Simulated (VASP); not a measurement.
# BAs (F-43m) in VASP: a series of runs, part 2 of 2

VASP 6.6.1. The steps go on from the part before.

## (3) G0W0 quasiparticle levels, PBE

POSCAR reads:

```
BAs
1.0
    0.0000000000      2.3885000000      2.3885000000
    2.3885000000      0.0000000000      2.3885000000
    2.3885000000      2.3885000000      0.0000000000
B As
1 1
Direct
    0.0000000000      0.0000000000      0.0000000000
    0.2500000000      0.2500000000      0.2500000000
```

INCAR.step1 reads:

```
PREC     = Accurate       # precision mode
ENCUT    = 500            # plane-wave cutoff, eV
EDIFF    = 1E-8           # SCF threshold, eV
ISMEAR   = 0              # smearing method
SIGMA    = 0.01           # smearing width, eV
LREAL    = False          # projectors in reciprocal space
LASPH    = True           # aspherical terms in the spheres
NELM     = 60             # most SCF steps
ALGO     = Normal         # electronic algorithm
LWAVE    = True           # write WAVECAR
LCHARG   = False          # write CHGCAR
GGA      = PE             # functional
```

INCAR.step2 reads:

```
PREC     = Accurate       # precision mode
ENCUT    = 500            # plane-wave cutoff, eV
EDIFF    = 1E-8           # SCF threshold, eV
ISMEAR   = 0              # smearing method
SIGMA    = 0.01           # smearing width, eV
LREAL    = False          # projectors in reciprocal space
LASPH    = True           # aspherical terms in the spheres
NELM     = 1              # most SCF steps
ALGO     = Exact          # electronic algorithm
LWAVE    = True           # write WAVECAR
LCHARG   = False          # write CHGCAR
GGA      = PE             # functional
NBANDS   = 137            # bands
LOPTICS  = True           # frequency-dependent dielectric function
ISTART   = 1
```

INCAR.step3 reads:

```
PREC     = Accurate       # precision mode
ENCUT    = 500            # plane-wave cutoff, eV
EDIFF    = 1E-8           # SCF threshold, eV
ISMEAR   = 0              # smearing method
SIGMA    = 0.01           # smearing width, eV
LREAL    = False          # projectors in reciprocal space
LASPH    = True           # aspherical terms in the spheres
ALGO     = EVGW0          # electronic algorithm
LWAVE    = False          # write WAVECAR
LCHARG   = False          # write CHGCAR
GGA      = PE             # functional
NELMGW   = 1            
NBANDS   = 137            # bands
ENCUTGW  = 113.3          # cutoff of the response function
NOMEGA   = 48             # frequency points
PRECFOCK = Fast         
ISTART   = 1            
NBANDSGW = 12
```

KPOINTS reads:

```
regular mesh
0
Gamma
  2 2 2
```

Potentials or basis: VASP PAW PBE potentials, release 64 (B_GW, As_GW).

Started as:

```console
$ cat potpaw_PBE.64/B_GW/POTCAR potpaw_PBE.64/As_GW/POTCAR > POTCAR
$ cp INCAR.step1 INCAR
$ mpirun -np 1 vasp_std > vasp.out
$ cp INCAR.step2 INCAR
$ mpirun -np 1 vasp_std > vasp.out
$ cp INCAR.step3 INCAR
$ mpirun -np 1 vasp_std > vasp.out
```

OUTCAR:

```text
PREC = Accurate
   ENCUT = 500
   EDIFF = 1E-8
   ISMEAR = 0
   LREAL = False
   LASPH = True
   GGA = PE
   NELMGW = 1
   ENCUTGW = 113.3
   PRECFOCK = Fast
   ISTART = 1

 ion  position               nearest neighbor table
   1  0.000  0.000  0.000-   2 2.07   2 2.07   2 2.07   2 2.07
   2  0.250  0.250  0.250-   1 2.07   1 2.07   1 2.07   1 2.07

  LATTYP: Found a face centered cubic cell.
 ALAT       =     4.7770000000

  Lattice vectors:

 A1 = (   0.0000000000,   2.3885000000,   2.3885000000)
 A2 = (   2.3885000000,   0.0000000000,   2.3885000000)
 A3 = (   2.3885000000,   2.3885000000,   0.0000000000)

Analysis of symmetry for initial positions (statically):
=====================================================================
 Subroutine PRICEL returns:
 Original cell was already a primitive cell.

 Routine SETGRP: Setting up the symmetry group for a
 face centered cubic supercell.

 Subroutine GETGRP returns: Found 24 space group operations
 (whereof 24 operations were pure point group operations)
 out of a pool of 48 trial point group operations.

The static configuration has the point symmetry T_d .

Analysis of symmetry for dynamics (positions and initial velocities):
=====================================================================
 Subroutine PRICEL returns:
 Original cell was already a primitive cell.

 Routine SETGRP: Setting up the symmetry group for a
 face centered cubic supercell.

 Subroutine GETGRP returns: Found 24 space group operations
 (whereof 24 operations were pure point group operations)
 out of a pool of 48 trial point group operations.

The dynamic configuration has the point symmetry T_d .

 Subroutine INISYM returns: Found 24 space group operations
 (whereof 24 operations are pure point group operations),
 and found     1 'primitive' translations

----------------------------------------------------------------------------------------

                                     Primitive cell

  volume of cell :      27.2525

  direct lattice vectors                    reciprocal lattice vectors
     0.000000000  2.388500000  2.388500000    -0.209336404  0.209336404  0.209336404
     2.388500000  0.000000000  2.388500000     0.209336404 -0.209336404  0.209336404
     2.388500000  2.388500000  0.000000000     0.209336404  0.209336404 -0.209336404

  length of vectors
     3.377849094  3.377849094  3.377849094     0.362581287  0.362581287  0.362581287

  position of ions in fractional coordinates (direct lattice)
     0.000000000  0.000000000  0.000000000
     0.250000000  0.250000000  0.250000000

  ion indices of the primitive-cell ions
   primitive index   ion index
                 1           1
                 2           2

----------------------------------------------------------------------------------------

 KPOINTS: regular mesh

Automatic generation of k-mesh.
 Grid dimensions read from file:
 generate k-points for:    2    2    2

 Generating k-lattice:

  Cartesian coordinates                     Fractional coordinates (reciprocal lattice)
    -0.104668202  0.104668202  0.104668202     0.500000000  0.000000000  0.000000000
     0.104668202 -0.104668202  0.104668202     0.000000000  0.500000000  0.000000000
     0.104668202  0.104668202 -0.104668202     0.000000000  0.000000000  0.500000000

  Length of vectors
     0.181290643  0.181290643  0.181290643

  Shift w.r.t. Gamma in fractional coordinates (k-lattice)
     0.000000000  0.000000000  0.000000000

 Subroutine IBZKPT returns following result:
 ===========================================

 Found      3 irreducible k-points:

 Following reciprocal coordinates:
            Coordinates               Weight
  0.000000  0.000000  0.000000      1.000000
  0.500000  0.000000  0.000000      4.000000
  0.500000  0.500000  0.000000      3.000000
   k-points           NKPTS =      3   k-points in BZ     NKDIM =      8   number of bands    NBANDS=    137
   number of dos      NEDOS =    301   number of ions     NIONS =      2
   total plane-waves  NPLWV =  21952
   dimension x,y,z NGX =    28 NGY =   28 NGZ =   28
   dimension x,y,z NGXF=    56 NGYF=   56 NGZF=   56
   ions per type =               1   1
   NGX,Y,Z   is equivalent  to a cutoff of  13.78, 13.78, 13.78 a.u.
   NGXF,Y,Z  is equivalent  to a cutoff of  27.56, 27.56, 27.56 a.u.
 SYSTEM =  unknown system
   PREC   = accura    normal or accurate (medium, high low for compatibility)
   ISTART =      1    job   : 0-new  1-cont  2-samecut
   ICHARG =      0    charge: 1-file 2-atom 10-const
   ISPIN  =      1    spin polarized calculation?
   LNONCOLLINEAR =      F non collinear calculations
   LSORBIT =      F    spin-orbit coupling
   LASPH  =      T    aspherical Exc in radial PAW
   ENCUT  =  500.0 eV  36.75 Ry    6.06 a.u.   6.16  6.16  6.16*2*pi/ulx,y,z
   NELM   =     60;   NELMIN=  2; NELMDL=  0     # of ELM steps
   EDIFF  = 0.1E-07   stopping-criterion for ELM
   LREAL  =      F    real-space projection
   EDIFFG = 0.1E-06   stopping-criterion for IOM
   NSW    =      0    number of steps for IOM
   IBRION =     -1    ionic relax: 0-MD 1-quasi-New 2-CG
   NFREE  =      0    steps in history (QN), initial steepest desc. (CG)
   ISIF   =      0    stress and relaxation
   ISYM   =      3    0-nonsym 1-usesym 2-fastsym
   POTIM  = 0.5000    time-step for ionic-motion
   TEBEG  =    0.0;   TEEND  =   0.0 temperature during run
   PSTRESS=    0.0 pullay stress
   NELECT =       8.0000    total number of electrons
   NUPDOWN=      -1.0000    fix difference up-down
   EMIN   =  10.00;   EMAX   =-10.00  energy-range for DOS
   EFERMI =   0.00;   METHOD = LEGACY
   ISMEAR =     0;   SIGMA  =   0.01  broadening in eV -4-tet -1-fermi 0-gaus
   EFERMI_NEDOS =   21; number of points for ismear=-14 and -15
   IALGO  =     38    algorithm
   IMIX   =      4    mixing-type and parameters
     AMIX     =   0.40;   BMIX     =  1.00
     AMIX_MAG =   1.60;   BMIX_MAG =  1.00
  volume/ion in A,a.u.               =      13.63        91.95
  Fermi-wavevector in a.u.,A,eV,Ry     =   1.088018  2.056057 16.106360  1.183784
  Thomas-Fermi vector in A             =   2.224191
   LORBIT       =      0    0 simple, 1 ext, 2 COOP (PROOUT), +10 PAW based schemes
   GGA     = PE    functional components
   LHFCALC =     T    Hartree Fock is set to
   PRECFOCK=fast      Normal, Fast or Accurate (Low or Medium for compatibility)
   ENCUT4O =  -1.0   cutoff for four orbital integrals eV
   NKREDX  =     1    reduce k-point grid by
   NKREDY  =     1    reduce k-point grid by
   NKREDZ  =     1    reduce k-point grid by
   AEXX    =    1.0000 exact exchange contribution
   HFSCREEN=    0.0000 screening length (either q_TF or 0.3 A-1)
   HFSCREENC=   0.0000 screening length for correlation (either q_TF or 0.3 A-1)
   ENCUTFOCK=  -1.0 apply spherical cutoff to Coloumb kernel
   IVDW    =     0    specifies the selected vdW correction
   LEPSILON=     F    determine dielectric tensor
   LRPA    =     F    only Hartree local field effects (RPA)
   LRPAFORCE           =     F    calculate RPA forces
   ENCUTGW             = 113.3    cutoff for response function in eV
   ENCUTGWSOFT         =  90.6    soft cutoff for Coulomb kernel in GW response function in eV
   ENCUTLF             =  -1.0    cutoff for local field effects
   NELMGW              =     1    number of iterations in solving QP/BSE equation
   NELMHF              =     1    number of iterations in the inner HF iteration
   NKREDLFX            =     1    NKREDLFY  =   1   NKREDLFZ  =   1
 non-spin polarized calculation
 Gauss-broadening in eV      SIGMA  =   0.01
  energy-cutoff  :      500.00
  volume of cell :       27.25
 maximum number of plane-waves:       701
 NGX is ok and might be reduce to    28
  NGX = 14; NGY = 14; NGZ = 14
   NGX = 13   NGY = 13   NGZ = 13
 maximum number of plane-waves:        80
 NGX is ok and might be reduce to    14

 QP shifts <psi_nk| G(iteration)W_0 |psi_nk>: iteration 1
 for sc-GW calculations column KS-energies equals QP-energies in previous step
 and V_xc(KS)=  KS-energies - (<T + V_ion + V_H > + <T+V_H+V_ion>^1  + <V_x>^1)

 k-point   1 :       0.0000    0.0000    0.0000
  band No.  KS-energies  QP-energies   sigma(KS)   V_xc(KS)     V^pw_x(r,r')   Z            occupation Imag(sigma)

      1      -9.0114      -9.8586     -12.7946     -11.6137     -19.3632       0.7174       2.0000       1.0742
      2       6.4980       5.9344     -13.3776     -12.6621     -15.8180       0.7877       2.0000       0.1505
      3       6.4980       5.9344     -13.3776     -12.6621     -15.8180       0.7877       2.0000       0.1505
      4       6.4980       5.9344     -13.3776     -12.6621     -15.8180       0.7877       2.0000       0.1505
      5       9.6376       9.8659     -11.0399     -11.3295      -5.7515       0.7883       0.0000      -0.1107
      6       9.6376       9.8659     -11.0399     -11.3295      -5.7515       0.7883       0.0000      -0.1107
      7       9.6376       9.8659     -11.0399     -11.3295      -5.7515       0.7883       0.0000      -0.1107
      8      11.1849      11.6513     -11.9211     -12.5656      -5.5739       0.7236       0.0000      -0.1909
      9      16.0000      15.6629      -8.9646      -8.5570      -2.7113       0.8269       0.0000      -0.3651
     10      19.2405      19.1864     -10.4435     -10.3739      -4.2080       0.7768       0.0000      -0.2143
     11      19.2405      19.1864     -10.4435     -10.3739      -4.2080       0.7768       0.0000      -0.2143
     12      20.6419      20.2738      -9.2331      -8.7688      -2.2548       0.7929       0.0000      -0.5799

 k-point   2 :       0.5000    0.0000    0.0000
  band No.  KS-energies  QP-energies   sigma(KS)   V_xc(KS)     V^pw_x(r,r')   Z            occupation Imag(sigma)
[... 17 lines left out ...]
      1      -4.8078      -5.4363     -13.0627     -12.2619     -18.2222       0.7848       2.0000       0.7159
      2      -2.0929      -3.0603     -13.0588     -11.8114     -17.1612       0.7755       2.0000       0.5255
      3       2.3342       1.7431     -12.5926     -11.8285     -15.6872       0.7737       2.0000       0.2151
      4       2.3342       1.7431     -12.5926     -11.8285     -15.6872       0.7737       2.0000       0.2151
      5       7.7806       7.5559     -10.1789      -9.8948      -4.9697       0.7909       0.0000      -0.0949
      6       7.8144       7.6964      -9.9341      -9.7859      -4.7002       0.7959       0.0000      -0.0906
      7      17.8486      18.4318     -11.5456     -12.3105      -4.6226       0.7625       0.0000      -0.4453
      8      17.8486      18.4318     -11.5456     -12.3105      -4.6226       0.7625       0.0000      -0.4453
      9      19.4361      19.8705     -11.0916     -11.6419      -4.0465       0.7894       0.0000      -0.4599
     10      23.7021      23.8592     -11.0859     -11.2959      -3.5950       0.7482       0.0000      -0.8080
     11      24.2029      24.2360     -10.5500     -10.5925      -4.0140       0.7790       0.0000      -0.5107
     12      24.2029      24.2360     -10.5500     -10.5925      -4.0140       0.7790       0.0000      -0.5107
```

Run time: 22 s. Hardware: 1 thread of Intel Xeon Platinum 8259CL at 2.50GHz (Skylake/Cascade Lake), shared host; peak memory 0.19 GiB.

Results:

```
Quasiparticle gap                                   : 1.62 eV
Least direct quasiparticle gap                      : 3.93 eV
Band gap of the starting levels on the mesh         : 1.28 eV
Least direct gap of the starting levels on the mesh : 3.14 eV
```

Caveat: the k points lie up to 1.14 Å⁻¹ apart; bands, screening cutoff and mesh are small and nothing is extrapolated, so the quasiparticle values aren't converged.
